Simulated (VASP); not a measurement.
# SnO (Romarchite) (P4/nmm) in VASP: single point with PBE

Aim: the single point of SnO (Romarchite) with PBE.

Program: VASP 6.6.1. These are calculated values, not measurements. Logs are shortened: lines on timing, memory, paths and dates and some standing lists are left out, and cuts for length are marked.

## Step 1: The cell of the first run

The structure is tetragonal, space group P4/nmm (No. 129). The conventional cell has a = 3.586 Å, b = 3.586 Å, c = 4.498 Å, α = 90.00°, β = 90.00°, γ = 90.00°. Within 2.9 Å of Sn (site symmetry 4mm) lie 4 O at 2.15 Å. O (site symmetry -4m2) has 4 Sn at 2.15 Å and 4 O at 2.54 Å within 2.9 Å.

## Step 2: Single point, PBE (strain -5.5%)

Contents of INCAR:

```
ALGO = Normal
EDIFF = 1E-7
ENCUT = 520
GGA = PE
ISIF = 2
ISMEAR = -1
LASPH = T
LCHARG = F
LREAL = F
LWAVE = F
NBANDS = 28
NELM = 80
PREC = Accurate
SIGMA = 0.02
```

Contents of KPOINTS:

```
k-points
0
Gamma
  6 6 6
```

Contents of POSCAR:

```
SnO
1.0
    3.5855702148      0.0000000000      0.0000000000
    0.0000000000      3.5855702148      0.0000000000
    0.0000000000      0.0000000000      4.4984153154
Sn O
2 2
Direct
    0.5000000000      0.0000000000      0.2654950255
    0.0000000000      0.5000000000      0.7345049745
    0.0000000000      0.0000000000      0.0000000000
    0.5000000000      0.5000000000      0.0000000000
```

Potentials or basis: VASP PAW PBE potentials, release 64 (Sn_d, O).

Run with:

```sh
$ cat potpaw_PBE.64/Sn_d/POTCAR potpaw_PBE.64/O/POTCAR > POTCAR
$ mpirun -np 1 vasp_std > vasp.out
```

OUTCAR:

```text
EDIFF = 1E-7
   ENCUT = 520
   GGA = PE
   ISIF = 2
   ISMEAR = -1
   LASPH = T
   LREAL = F
   NELM = 80
   PREC = Accurate

 ion  position               nearest neighbor table
   1  0.500  0.000  0.265-   3 2.15   4 2.15   4 2.15   3 2.15   2 3.30   2 3.30   2 3.30   2 3.30
                             2 3.48   2 3.48   2 3.48   2 3.48
   2  0.000  0.500  0.735-   3 2.15   4 2.15   3 2.15   4 2.15   1 3.30   1 3.30   1 3.30   1 3.30
                             1 3.48   1 3.48   1 3.48   1 3.48
   3  0.000  0.000  0.000-   1 2.15   2 2.15   2 2.15   1 2.15
   4  0.500  0.500  0.000-   1 2.15   2 2.15   1 2.15   2 2.15

  LATTYP: Found a simple tetragonal cell.
 ALAT       =     3.5855702148
 C/A-ratio  =     1.2545885441

  Lattice vectors:

 A1 = (   3.5855702148,   0.0000000000,   0.0000000000)
 A2 = (   0.0000000000,   3.5855702148,   0.0000000000)
 A3 = (   0.0000000000,   0.0000000000,   4.4984153154)

Analysis of symmetry for initial positions (statically):
=====================================================================
 Subroutine PRICEL returns:
 Original cell was already a primitive cell.

 Routine SETGRP: Setting up the symmetry group for a
 simple tetragonal supercell.

 Subroutine GETGRP returns: Found 16 space group operations
 (whereof  8 operations were pure point group operations)
 out of a pool of 16 trial point group operations.

The static configuration has the point symmetry D_2d.
 The point group associated with its full space group is D_4h.

Analysis of symmetry for dynamics (positions and initial velocities):
=====================================================================
 Subroutine PRICEL returns:
 Original cell was already a primitive cell.

 Routine SETGRP: Setting up the symmetry group for a
 simple tetragonal supercell.

 Subroutine GETGRP returns: Found 16 space group operations
 (whereof  8 operations were pure point group operations)
 out of a pool of 16 trial point group operations.

The dynamic configuration has the point symmetry D_2d.
 The point group associated with its full space group is D_4h.

 Subroutine INISYM returns: Found 16 space group operations
 (whereof  8 operations are pure point group operations),
 and found     1 'primitive' translations

----------------------------------------------------------------------------------------

                                     Primitive cell

  volume of cell :      57.8330

  direct lattice vectors                    reciprocal lattice vectors
     3.585570215  0.000000000  0.000000000     0.278895668  0.000000000  0.000000000
     0.000000000  3.585570215  0.000000000     0.000000000  0.278895668  0.000000000
     0.000000000  0.000000000  4.498415315     0.000000000  0.000000000  0.222300506

  length of vectors
     3.585570215  3.585570215  4.498415315     0.278895668  0.278895668  0.222300506

  position of ions in fractional coordinates (direct lattice)
     0.500000000  0.000000000  0.265495026
     0.000000000  0.500000000  0.734504974
     0.000000000  0.000000000  0.000000000
     0.500000000  0.500000000  0.000000000

  ion indices of the primitive-cell ions
   primitive index   ion index
                 1           1
                 2           2
                 3           3
                 4           4

----------------------------------------------------------------------------------------

 KPOINTS: k-points

Automatic generation of k-mesh.
 Grid dimensions read from file:
 generate k-points for:    6    6    6

 Generating k-lattice:

  Cartesian coordinates                     Fractional coordinates (reciprocal lattice)
     0.046482611  0.000000000  0.000000000     0.166666667  0.000000000  0.000000000
     0.000000000  0.046482611  0.000000000     0.000000000  0.166666667  0.000000000
     0.000000000  0.000000000  0.037050084     0.000000000  0.000000000  0.166666667

  Length of vectors
     0.046482611  0.046482611  0.037050084

  Shift w.r.t. Gamma in fractional coordinates (k-lattice)
     0.000000000  0.000000000  0.000000000

 Subroutine IBZKPT returns following result:
 ===========================================

 Found     40 irreducible k-points:

 Following reciprocal coordinates:
            Coordinates               Weight
  0.000000  0.000000  0.000000      1.000000
  0.166667  0.000000  0.000000      4.000000
  0.333333  0.000000  0.000000      4.000000
  0.500000  0.000000  0.000000      2.000000
  0.166667  0.166667  0.000000      4.000000
  0.333333  0.166667  0.000000      8.000000
[... 16 lines left out ...]
  0.333333  0.000000  0.333333      8.000000
  0.500000  0.000000  0.333333      4.000000
 [... further k-points ...]
   k-points           NKPTS =     40   k-points in BZ     NKDIM =     40   number of bands    NBANDS=     28
   number of dos      NEDOS =    301   number of ions     NIONS =      4
   total plane-waves  NPLWV =  28224
   dimension x,y,z NGX =    28 NGY =   28 NGZ =   36
   dimension x,y,z NGXF=    56 NGYF=   56 NGZF=   72
   ions per type =               2   2
   NGX,Y,Z   is equivalent  to a cutoff of  12.98, 12.98, 13.30 a.u.
   NGXF,Y,Z  is equivalent  to a cutoff of  25.96, 25.96, 26.61 a.u.
 SYSTEM =  unknown system
   PREC   = accura    normal or accurate (medium, high low for compatibility)
   ISTART =      0    job   : 0-new  1-cont  2-samecut
   ICHARG =      2    charge: 1-file 2-atom 10-const
   ISPIN  =      1    spin polarized calculation?
   LNONCOLLINEAR =      F non collinear calculations
   LSORBIT =      F    spin-orbit coupling
   LASPH  =      T    aspherical Exc in radial PAW
   ENCUT  =  520.0 eV  38.22 Ry    6.18 a.u.   6.67  6.67  8.36*2*pi/ulx,y,z
   NELM   =     80;   NELMIN=  2; NELMDL= -5     # of ELM steps
   EDIFF  = 0.1E-06   stopping-criterion for ELM
   LREAL  =      F    real-space projection
   EDIFFG = 0.1E-05   stopping-criterion for IOM
   NSW    =      0    number of steps for IOM
   IBRION =     -1    ionic relax: 0-MD 1-quasi-New 2-CG
   NFREE  =      0    steps in history (QN), initial steepest desc. (CG)
   ISIF   =      2    stress and relaxation
   ISYM   =      2    0-nonsym 1-usesym 2-fastsym
   POTIM  = 0.5000    time-step for ionic-motion
   TEBEG  =    0.0;   TEEND  =   0.0 temperature during run
   PSTRESS=    0.0 pullay stress
   NELECT =      40.0000    total number of electrons
   NUPDOWN=      -1.0000    fix difference up-down
   EMIN   =  10.00;   EMAX   =-10.00  energy-range for DOS
   EFERMI =   0.00;   METHOD = LEGACY
   ISMEAR =    -1;   SIGMA  =   0.02  broadening in eV -4-tet -1-fermi 0-gaus
   EFERMI_NEDOS =   21; number of points for ismear=-14 and -15
   IALGO  =     38    algorithm
   IMIX   =      4    mixing-type and parameters
     AMIX     =   0.40;   BMIX     =  1.00
     AMIX_MAG =   1.60;   BMIX_MAG =  1.00
  volume/ion in A,a.u.               =      14.46        97.57
  Fermi-wavevector in a.u.,A,eV,Ry     =   1.447781  2.735909 28.518755  2.096069
  Thomas-Fermi vector in A             =   2.565697
   LORBIT       =      0    0 simple, 1 ext, 2 COOP (PROOUT), +10 PAW based schemes
   GGA     = PE    functional components
   LHFCALC =     F    Hartree Fock is set to
   AEXX    =    0.0000 exact exchange contribution
   IVDW    =     0    specifies the selected vdW correction
   LEPSILON=     F    determine dielectric tensor
   LRPA    =     F    only Hartree local field effects (RPA)
 non-spin polarized calculation
  energy-cutoff  :      520.00
  volume of cell :       57.83
 maximum number of plane-waves:      1576
 NGX is ok and might be reduce to    28
   NGX = 13   NGY = 13   NGZ = 17

 number of electron      40.0000019 magnetization

 Free energy of the ion-electron system (eV)
  ---------------------------------------------------
  ext. energy  EPLUGINS =         0.00000000
  ---------------------------------------------------
  free energy    TOTEN  =       -21.97619408 eV

  energy without entropy =      -21.97513319  energy(sigma->0) =      -21.97566364

 E-fermi :   9.8910     XC(G=0): -11.3408

 val. band max:        9.8409808703   @ k =   0.1667   0.1667   0.0000
 cond. band min:       9.8949160381   @ k =   0.3333   0.3333   0.0000
 fundamental gap:      0.0539351679
 Fermi energy:         9.8909622454

 k-point     1 :       0.0000    0.0000    0.0000
  band No.  band energies     occupation
      1     -12.7768      2.00000
      2     -12.1885      2.00000
      3     -12.1885      2.00000
      4     -12.1718      2.00000
      5     -12.1134      2.00000
      6     -12.1001      2.00000
[... 20 lines left out ...]
     27      16.3068      0.00000
     28      16.3464      0.00000

 k-point     2 :       0.1667    0.0000    0.0000
  band No.  band energies     occupation
      1     -12.7614      2.00000
      2     -12.2636      2.00000
      3     -12.1893      2.00000
      4     -12.1721      2.00000
      5     -12.1490      2.00000
      6     -12.1008      2.00000
[... 20 lines left out ...]
     27      16.5650      0.00000
     28      18.8626      0.00000

 k-point     3 :       0.3333    0.0000    0.0000
  band No.  band energies     occupation
      1     -12.7253      2.00000
      2     -12.5140      2.00000
      3     -12.1769      2.00000
      4     -12.1337      2.00000
      5     -12.1280      2.00000
      6     -12.0971      2.00000
[... 20 lines left out ...]
     27      17.3852      0.00000
     28      19.9512      0.00000

 k-point     4 :       0.5000    0.0000    0.0000
  band No.  band energies     occupation
      1     -12.6576      2.00000
      2     -12.6576      2.00000
      3     -12.1492      2.00000
      4     -12.1492      2.00000
      5     -12.0800      2.00000
      6     -12.0800      2.00000
[... 20 lines left out ...]
     27      18.0683      0.00000
     28      18.0683      0.00000

 k-point     5 :       0.1667    0.1667    0.0000
  band No.  band energies     occupation
      1     -12.7544      2.00000
      2     -12.3934      2.00000
      3     -12.2012      2.00000
      4     -12.1431      2.00000
      5     -12.1381      2.00000
      6     -12.1046      2.00000
[... 20 lines left out ...]
     27      18.6235      0.00000
     28      19.3741      0.00000

 k-point     6 :       0.3333    0.1667    0.0000
  band No.  band energies     occupation
      1     -12.7401      2.00000
      2     -12.5829      2.00000
      3     -12.1799      2.00000
      4     -12.1248      2.00000
      5     -12.1066      2.00000
      6     -12.0938      2.00000
[... 463 lines left out ...]
      5     -12.0923      2.00000
      6     -12.0766      2.00000
[... 20 lines left out ...]
     27      18.7174      0.00000
     28      18.7174      0.00000

 k-point    22 :       0.1667    0.0000    0.3333
  band No.  band energies     occupation
      1     -12.7301      2.00000
      2     -12.3427      2.00000
      3     -12.1847      2.00000
      4     -12.1552      2.00000
      5     -12.1102      2.00000
      6     -12.0755      2.00000
[... 20 lines left out ...]
     27      18.4740      0.00000
     28      18.9815      0.00000

 k-point    23 :       0.3333    0.0000    0.3333
  band No.  band energies     occupation
      1     -12.7302      2.00000
      2     -12.5819      2.00000
      3     -12.1737      2.00000
      4     -12.1418      2.00000
      5     -12.1298      2.00000
      6     -12.1154      2.00000
[... 20 lines left out ...]
     27      18.6535      0.00000
     28      20.1901      0.00000

 k-point    24 :       0.5000    0.0000    0.3333
  band No.  band energies     occupation
      1     -12.7008      2.00000
      2     -12.7008      2.00000
      3     -12.1665      2.00000
      4     -12.1665      2.00000
      5     -12.1200      2.00000
      6     -12.1200      2.00000
[... 20 lines left out ...]
     27      19.1524      0.00000
     28      19.1524      0.00000

 [... further k-points ...]

------------------------ aborting loop because EDIFF is reached ----------------------------------------

  FORCE on cell =-STRESS in cart. coord.  units (eV):
  Direction    XX          YY          ZZ          XY          YZ          ZX
  --------------------------------------------------------------------------------------
  -------------------------------------------------------------------------------------
  Total        8.5223486      8.5223486      5.1958492      0.0000000      0.0000000      0.0000000
  in kB      236.0988457    236.0988457    143.9431848      0.0000000      0.0000000      0.0000000
  external PRESSURE =     205.3802921 kB  Pullay stress =       0.0000000 kB

 VOLUME and BASIS-vectors are now :
 -----------------------------------------------------------------------------
  energy-cutoff  :      520.00
  volume of cell :       57.83
      direct lattice vectors                 reciprocal lattice vectors
     3.585570215  0.000000000  0.000000000     0.278895668  0.000000000  0.000000000
     0.000000000  3.585570215  0.000000000     0.000000000  0.278895668  0.000000000
     0.000000000  0.000000000  4.498415315     0.000000000  0.000000000  0.222300506

 POSITION                                       TOTAL-FORCE (eV/Angst)
 -----------------------------------------------------------------------------------
      1.79279      0.00000      1.19431         0.000000      0.000000      0.647505
      0.00000      1.79279      3.30411        -0.000000     -0.000000     -0.647505
      0.00000      0.00000      0.00000         0.000000     -0.000000      0.000000
      1.79279      1.79279      0.00000         0.000000      0.000000      0.000000
 -----------------------------------------------------------------------------------
    total drift:                                0.000000      0.000000      0.000000

  FREE ENERGIE OF THE ION-ELECTRON SYSTEM (eV)
  ---------------------------------------------------
  free  energy   TOTEN  =       -21.9761940803 eV

  energy  without entropy=      -21.9751331898  energy(sigma->0) =      -21.97566364
```

It took 1.8 min on 1 thread of AMD EPYC 7R13, shared host; peak memory 0.17 GiB.

What came out:

```yaml
Free_energy: -21.9762 eV
Pressure: 20.5 GPa
Largest_force: 0.648 eV/Å
Band_gap_on_the_k_mesh: zero (band 20 reaches 10.50 eV, above the bottom of band 21 at 8.77 eV)
```

Forces in eV/Å, atoms in the order of the input:
```
Sn   0.000  0.000  0.648
Sn   0.000  0.000 -0.648
O    0.000  0.000  0.000
O    0.000  0.000  0.000
```

Stress tensor (GPa, compression positive):
```
23.61  0.00  0.00
 0.00 23.61  0.00
 0.00  0.00 14.39
```

Levels at points of the mesh, in eV from the Fermi level:
| k point | band 16 | band 17 | band 18 | band 19 | band 20 | band 21 | band 22 | band 23 | band 24 | band 25 |
| --- | --- | --- | --- | --- | --- | --- | --- | --- | --- | --- |
| (0.00, 0.00, 0.00) | -7.16 | -4.17 | -3.44 | -3.44 | 0.61 | 3.30 | 4.17 | 4.17 | 5.53 | 6.40 |
| (0.50, 0.00, 0.00) | -5.99 | -5.46 | -5.46 | -3.78 | -3.78 | 3.85 | 3.85 | 6.04 | 6.04 | 7.33 |
| (0.50, 0.50, 0.00) | -6.09 | -2.74 | -2.74 | -2.35 | -2.35 | -1.12 | -1.12 | 4.22 | 4.22 | 8.32 |
| (0.00, 0.00, 0.50) | -4.26 | -3.46 | -3.46 | -3.22 | -2.06 | 2.18 | 2.18 | 2.37 | 3.84 | 7.52 |
| (0.50, 0.00, 0.50) | -6.38 | -5.39 | -5.39 | -2.31 | -2.31 | 3.11 | 3.11 | 5.30 | 5.30 | 7.69 |
| (0.50, 0.50, 0.50) | -6.94 | -3.53 | -3.53 | -2.74 | -2.74 | 1.60 | 1.60 | 4.87 | 4.87 | 6.38 |

Caveat: the cell differs from its parent crystal (strain -5.5%); spin-orbit coupling is left out, which moves the levels of the heavy elements.
